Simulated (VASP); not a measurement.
# Sm3BRh (Pm-3m) in VASP: further runs, part 2 of 2

VASP 6.6.1.

### Step 3. Single point, PBE, collinear spin, ferromagnetic start

Contents of INCAR:

```
SYSTEM = Sm3BRh
ALGO     = Normal         ! electronic algorithm
EDIFF    = 1E-6           ! SCF threshold, eV
ENCUT    = 500            ! plane-wave cutoff, eV
GGA      = PE             ! functional
GGA_COMPAT= .FALSE.      
ISIF     = 2              ! what is computed and relaxed
ISMEAR   = 0              ! smearing method
ISPIN    = 2              ! spin polarisation
LASPH    = .TRUE.         ! aspherical terms in the spheres
LCHARG   = .FALSE.        ! write CHGCAR
LMAXMIX  = 6              ! l up to which the mixer works
LORBIT   = 11             ! projections on sites
LREAL    = .FALSE.        ! projectors in reciprocal space
LWAVE    = .FALSE.        ! write WAVECAR
MAGMOM   = 0 0 0 0 1      ! initial moments
NBANDS   = 38             ! bands
NELM     = 200            ! most SCF steps
PREC     = Accurate       ! precision mode
SIGMA    = 0.1            ! smearing width, eV
```

Contents of KPOINTS:

```
k-points
0
G
  4 4 4
  0 0 0
```

Contents of POSCAR:

```
Sm3BRh
1.0
    5.0078655537      0.0000000000      0.0000000000
    0.0000000000      5.0078655537      0.0000000000
    0.0000000000      0.0000000000      5.0078655537
Sm B Rh
3 1 1
Direct
    0.5000000000      0.5000000000      0.0000000000
    0.0000000000      0.5000000000      0.5000000000
    0.5000000000      0.0000000000      0.5000000000
    0.5000000000      0.5000000000      0.5000000000
    0.0000000000      0.0000000000      0.0000000000
```

Potentials or basis: VASP PAW PBE potentials, release 64 (Sm_3, B, Rh_pv), 4f in core.

The run is started by

```console
> cat potpaw_PBE.64/Sm_3/POTCAR potpaw_PBE.64/B/POTCAR potpaw_PBE.64/Rh_pv/POTCAR > POTCAR
> mpirun -np 1 vasp_std > vasp.out
```

OUTCAR:

```text
SYSTEM = Sm3BRh
   EDIFF = 1E-6
   ENCUT = 500
   GGA = PE
   ISIF = 2
   ISMEAR = 0
   ISPIN = 2
   LASPH = .TRUE.
   LORBIT = 11
   LREAL = .FALSE.
   NELM = 200
   PREC = Accurate

 ion  position               nearest neighbor table
   1  0.500  0.500  0.000-   4 2.50   4 2.50   2 3.54   5 3.54   2 3.54   3 3.54   3 3.54   3 3.54
                             5 3.54   3 3.54   2 3.54   5 3.54   2 3.54   5 3.54
   2  0.000  0.500  0.500-   4 2.50   4 2.50   1 3.54   5 3.54   1 3.54   5 3.54   3 3.54   5 3.54
                             5 3.54   1 3.54   3 3.54   3 3.54   1 3.54   3 3.54
   3  0.500  0.000  0.500-   4 2.50   4 2.50   1 3.54   5 3.54   1 3.54   5 3.54   1 3.54   2 3.54
                             2 3.54   1 3.54   2 3.54   5 3.54   5 3.54   2 3.54
   4  0.500  0.500  0.500-   1 2.50   2 2.50   3 2.50   1 2.50   3 2.50   2 2.50
   5  0.000  0.000  0.000-   1 3.54   2 3.54   3 3.54   2 3.54   3 3.54   1 3.54   2 3.54   2 3.54
                             1 3.54   3 3.54   3 3.54   1 3.54

  LATTYP: Found a simple cubic cell.
 ALAT       =     5.0078655537

  Lattice vectors:

 A1 = (   5.0078655537,   0.0000000000,   0.0000000000)
 A2 = (   0.0000000000,   5.0078655537,   0.0000000000)
 A3 = (   0.0000000000,   0.0000000000,   5.0078655537)

Analysis of symmetry for initial positions (statically):
=====================================================================
 Subroutine PRICEL returns:
 Original cell was already a primitive cell.

 Routine SETGRP: Setting up the symmetry group for a
 simple cubic supercell.

 Subroutine GETGRP returns: Found 48 space group operations
 (whereof 48 operations were pure point group operations)
 out of a pool of 48 trial point group operations.

The static configuration has the point symmetry O_h .

Analysis of symmetry for dynamics (positions and initial velocities):
=====================================================================
 Subroutine PRICEL returns:
 Original cell was already a primitive cell.

 Routine SETGRP: Setting up the symmetry group for a
 simple cubic supercell.

 Subroutine GETGRP returns: Found 48 space group operations
 (whereof 48 operations were pure point group operations)
 out of a pool of 48 trial point group operations.

The dynamic configuration has the point symmetry O_h .

Analysis of structural, dynamic, and magnetic symmetry:
=====================================================================
 Subroutine PRICEL returns:
 Original cell was already a primitive cell.

 Routine SETGRP: Setting up the symmetry group for a
 simple cubic supercell.

 Subroutine GETGRP returns: Found 48 space group operations
 (whereof 48 operations were pure point group operations)
 out of a pool of 48 trial point group operations.

The overall configuration has the point symmetry O_h .

 Subroutine INISYM returns: Found 48 space group operations
 (whereof 48 operations are pure point group operations),
 and found     1 'primitive' translations

----------------------------------------------------------------------------------------

                                     Primitive cell

  volume of cell :     125.5908

  direct lattice vectors                    reciprocal lattice vectors
     5.007865554  0.000000000  0.000000000     0.199685872  0.000000000  0.000000000
     0.000000000  5.007865554  0.000000000     0.000000000  0.199685872  0.000000000
     0.000000000  0.000000000  5.007865554     0.000000000  0.000000000  0.199685872

  length of vectors
     5.007865554  5.007865554  5.007865554     0.199685872  0.199685872  0.199685872

[... 81 lines left out ...]
   PSTRESS=    0.0 pullay stress
   NELECT =      51.0000    total number of electrons
   NUPDOWN=      -1.0000    fix difference up-down
   EMIN   =  10.00;   EMAX   =-10.00  energy-range for DOS
   EFERMI =   0.00;   METHOD = LEGACY
   ISMEAR =     0;   SIGMA  =   0.10  broadening in eV -4-tet -1-fermi 0-gaus
   EFERMI_NEDOS =   21; number of points for ismear=-14 and -15
   IALGO  =     38    algorithm
   IMIX   =      4    mixing-type and parameters
     AMIX     =   0.40;   BMIX     =  1.00
     AMIX_MAG =   1.60;   BMIX_MAG =  1.00
  volume/ion in A,a.u.               =      25.12       169.51
  Fermi-wavevector in a.u.,A,eV,Ry     =   1.212306  2.290926 19.996287  1.469686
  Thomas-Fermi vector in A             =   2.347794
   LORBIT       =     11    0 simple, 1 ext, 2 COOP (PROOUT), +10 PAW based schemes
   GGA     = PE    functional components
   LHFCALC =     F    Hartree Fock is set to
   AEXX    =    0.0000 exact exchange contribution
   IVDW    =     0    specifies the selected vdW correction
   LEPSILON=     F    determine dielectric tensor
   LRPA    =     F    only Hartree local field effects (RPA)
 spin polarized calculation
 Gauss-broadening in eV      SIGMA  =   0.10
  energy-cutoff  :      500.00
  volume of cell :      125.59
 maximum number of plane-waves:      3218
 NGX is ok and might be reduce to    40
   NGX = 19   NGY = 19   NGZ = 19

 number of electron      50.9999996 magnetization       0.0003486

 number of electron      50.9999996 magnetization      -0.0001629

 Free energy of the ion-electron system (eV)
  ---------------------------------------------------
  ext. energy  EPLUGINS =         0.00000000
  ---------------------------------------------------
  free energy    TOTEN  =       -27.37454488 eV

  energy without entropy =      -27.34857035  energy(sigma->0) =      -27.36155762

 E-fermi :   3.6769     XC(G=0): -10.2077

 val. band max:        3.5397391715   @ k =   0.2500   0.2500   0.2500
 cond. band min:       3.6985241723   @ k =   0.2500   0.2500   0.0000
 fundamental gap:      0.1587850009
 Fermi energy:         3.6768867959

 spin component 1

 k-point     1 :       0.0000    0.0000    0.0000
  band No.  band energies     occupation
      1     -41.6446      1.00000
      2     -41.6446      1.00000
      3     -41.6446      1.00000
      4     -37.1372      1.00000
      5     -37.0074      1.00000
      6     -37.0074      1.00000
[... 389 lines left out ...]
     36       8.2019      0.00000
     37       9.9268      0.00000
 Fermi energy:         3.6768867959

 spin component 2

 k-point     1 :       0.0000    0.0000    0.0000
  band No.  band energies     occupation
      1     -41.6445      1.00000
      2     -41.6445      1.00000
      3     -41.6445      1.00000
      4     -37.1372      1.00000
      5     -37.0074      1.00000
      6     -37.0074      1.00000
[... 389 lines left out ...]
     36       8.2017      0.00000
     37       9.9268      0.00000
 [bands above 37 left out]

------------------------ aborting loop because EDIFF is reached ----------------------------------------

  FORCE on cell =-STRESS in cart. coord.  units (eV):
  Direction    XX          YY          ZZ          XY          YZ          ZX
  --------------------------------------------------------------------------------------
  -------------------------------------------------------------------------------------
  Total        0.4752449      0.4752449      0.4752449      0.0000000      0.0000000      0.0000000
  in kB        6.0627551      6.0627551      6.0627551      0.0000000      0.0000000      0.0000000
  external PRESSURE =       6.0627551 kB  Pullay stress =       0.0000000 kB

 VOLUME and BASIS-vectors are now :
 -----------------------------------------------------------------------------
  energy-cutoff  :      500.00
  volume of cell :      125.59
      direct lattice vectors                 reciprocal lattice vectors
     5.007865554  0.000000000  0.000000000     0.199685872  0.000000000  0.000000000
     0.000000000  5.007865554  0.000000000     0.000000000  0.199685872  0.000000000
     0.000000000  0.000000000  5.007865554     0.000000000  0.000000000  0.199685872

 POSITION                                       TOTAL-FORCE (eV/Angst)
 -----------------------------------------------------------------------------------
      2.50393      2.50393      0.00000         0.000000      0.000000      0.000000
      0.00000      2.50393      2.50393         0.000000      0.000000      0.000000
      2.50393      0.00000      2.50393         0.000000      0.000000      0.000000
      2.50393      2.50393      2.50393         0.000000      0.000000      0.000000
      0.00000      0.00000      0.00000         0.000000      0.000000      0.000000
 -----------------------------------------------------------------------------------
    total drift:                               -0.000000     -0.000000     -0.000000

  FREE ENERGIE OF THE ION-ELECTRON SYSTEM (eV)
  ---------------------------------------------------
  free  energy   TOTEN  =       -27.3745448803 eV

  energy  without entropy=      -27.3485703510  energy(sigma->0) =      -27.36155762

 total charge

# of ion       s       p       d       tot
------------------------------------------
    1        2.195   5.929   0.992   9.116
    2        2.195   5.929   0.992   9.116
    3        2.195   5.929   0.992   9.116
    4        0.801   1.048   0.000   1.849
    5        0.351   6.052   7.189  13.592
--------------------------------------------------
tot          7.738  24.886  10.165  42.788

 magnetization (x)

# of ion       s       p       d       tot
------------------------------------------
    1       -0.000  -0.000  -0.000  -0.000
    2       -0.000  -0.000  -0.000  -0.000
    3       -0.000  -0.000  -0.000  -0.000
    4        0.000   0.000   0.000   0.000
    5       -0.000  -0.000   0.000   0.000
--------------------------------------------------
tot         -0.000  -0.000   0.000  -0.000
```

Run time: 51 s. Hardware: 1 thread of Intel Xeon 6975P-C (Granite Rapids), shared host; peak memory 0.32 GiB.

Results:

| Quantity | Value |
| --- | --- |
| Free energy | -27.3745 eV |
| Pressure | 0.6 GPa |
| Net moment | 0.00 μB per cell |
| Valence electrons inside the program's atomic spheres | Sm 9.12; B 1.85; Rh 13.59 |

Levels at points of the mesh, in eV from the Fermi level:
Spin up:
| k point | band 22 | band 23 | band 24 | band 25 | band 26 | band 27 | band 28 | band 29 |
| --- | --- | --- | --- | --- | --- | --- | --- | --- |
| (0.00, 0.00, 0.00) | -1.84 | 0.24 | 0.24 | 0.24 | 1.04 | 1.04 | 1.26 | 1.26 |
| (0.50, 0.00, 0.00) | -1.31 | -1.31 | -0.83 | -0.15 | 0.23 | 0.23 | 0.27 | 0.27 |
| (0.50, 0.50, 0.00) | -1.26 | -1.26 | -0.98 | -0.81 | -0.32 | -0.32 | 0.04 | 1.74 |
| (0.50, 0.50, 0.50) | -1.34 | -1.34 | -1.11 | -1.11 | 1.35 | 1.35 | 1.35 | 1.70 |
Spin down:
```csv
k point,band 23,band 24,band 25,band 26,band 27,band 28
"(0.00, 0.00, 0.00)",0.24,0.24,0.24,1.04,1.04,1.26
"(0.50, 0.00, 0.00)",-1.31,-0.83,-0.15,0.23,0.23,0.27
"(0.50, 0.50, 0.00)",-1.26,-0.98,-0.81,-0.32,-0.32,0.04
"(0.50, 0.50, 0.50)",-1.33,-1.11,-1.11,1.35,1.35,1.35
```

Caveat: the magnetic or orbital state may not be the lowest; spin-orbit coupling is left out, which moves the levels of the heavy elements; the 4f electrons are frozen in the core, so they carry no moment and show no levels. The state reached can hang on the start; a lower one may exist.

### Step 4. Relaxation of cell and atoms, PBE

Contents of INCAR:

```
SYSTEM = Sm3BRh
ALGO = Normal
EDIFF = 1E-7
EDIFFG = -0.01
ENCUT = 500
GGA = PE
GGA_COMPAT = .FALSE.
IBRION = 2
ISIF = 3
ISMEAR = 0
LASPH = .TRUE.
LCHARG = .FALSE.
LMAXMIX = 6
LREAL = .FALSE.
LWAVE = .FALSE.
NELM = 200
NELMIN = 4
NSW = 100
PREC = Accurate
SIGMA = 0.1
```

Contents of KPOINTS:

```
k-points
0
G
  8 8 8
  0 0 0
```

POSCAR is that of step 3.

The run is started by

```console
> cat potpaw_PBE.64/Sm_3/POTCAR potpaw_PBE.64/B/POTCAR potpaw_PBE.64/Rh_pv/POTCAR > POTCAR
> mpirun -np 1 vasp_std > vasp.out
```

It took 2.4 min on 1 thread of Intel Xeon 6975P-C (Granite Rapids), shared host; peak memory 0.31 GiB.

The run converged. Its results:

- Free energy: -27.3394 eV
- Relaxed volume: 25.32 Å³/atom
- Relaxed cell: a = 5.021 Å, b = 5.021 Å, c = 5.021 Å, α = 90.00°, β = 90.00°, γ = 90.00°
- Space group after relaxing (to 0.1 Å): Pm-3m (No. 221)
- Energy gained by relaxing: 0.3 meV/atom
- Ionic steps: 3
- Pressure after relaxing: 0.0 GPa
- Band gap on the k mesh: zero (an odd number of electrons rules out a gap without spin polarisation)

Step by step:
```csv
step,energy change (eV),largest force (eV/Å),pressure (GPa),volume (Å³)
1,0.0000,0.0000,0.47,125.59
2,-0.0013,0.0000,-0.17,126.94
3,-0.0015,0.0000,0.00,126.58
```

Final structure:
```yaml
crystal:
  lattice:
    - [5.02101, 0.00000, 0.00000]
    - [0.00000, 5.02101, 0.00000]
    - [0.00000, 0.00000, 5.02101]
  atoms:
    - { symbol: Sm, position: [0.50000, 0.50000, 0.00000] }
    - { symbol: Sm, position: [0.00000, 0.50000, 0.50000] }
    - { symbol: Sm, position: [0.50000, 0.00000, 0.50000] }
    - { symbol: B, position: [0.50000, 0.50000, 0.50000] }
    - { symbol: Rh, position: [0.00000, 0.00000, 0.00000] }
```

Levels at points of the mesh, in eV from the Fermi level:
```csv
k point,band 23,band 24,band 25,band 26,band 27,band 28
"(0.00, 0.00, 0.00)",0.28,0.28,0.28,1.08,1.08,1.25
"(0.50, 0.00, 0.00)",-1.25,-0.78,-0.11,0.26,0.26,0.29
"(0.50, 0.50, 0.00)",-1.20,-0.91,-0.78,-0.28,-0.28,0.09
"(0.50, 0.50, 0.50)",-1.27,-1.04,-1.04,1.37,1.37,1.37
```

Caveat: spin-orbit coupling is left out, which moves the levels of the heavy elements; the 4f electrons are frozen in the core, so they carry no moment and show no levels. Spin polarisation is off, so any magnetic state and its effect on volume and gap are missing.

### Step 5. Summary

```csv
task,spin,cell,k mesh,gap on the mesh (eV),pressure (GPa)
single point,off,as given,8 × 8 × 8,none,0.5
single point,"collinear, ferromagnetic start",as given,4 × 4 × 4,none,0.6
relaxation of cell and atoms,off,relaxed,8 × 8 × 8,none,0.0
```

Alike in all rows: level PBE; potentials or basis VASP PAW PBE potentials, release 64 (Sm_3, B, Rh_pv), 4f in core; cutoff (eV) 500; smearing gaussian 0.1 eV.

Caveats: spin-orbit coupling is left out, which moves the levels of the heavy elements; the 4f electrons are frozen in the core, so they carry no moment and show no levels; the magnetic or orbital state may not be the lowest (at least some runs).

Absolute energies hang on the potentials; compare differences alone.
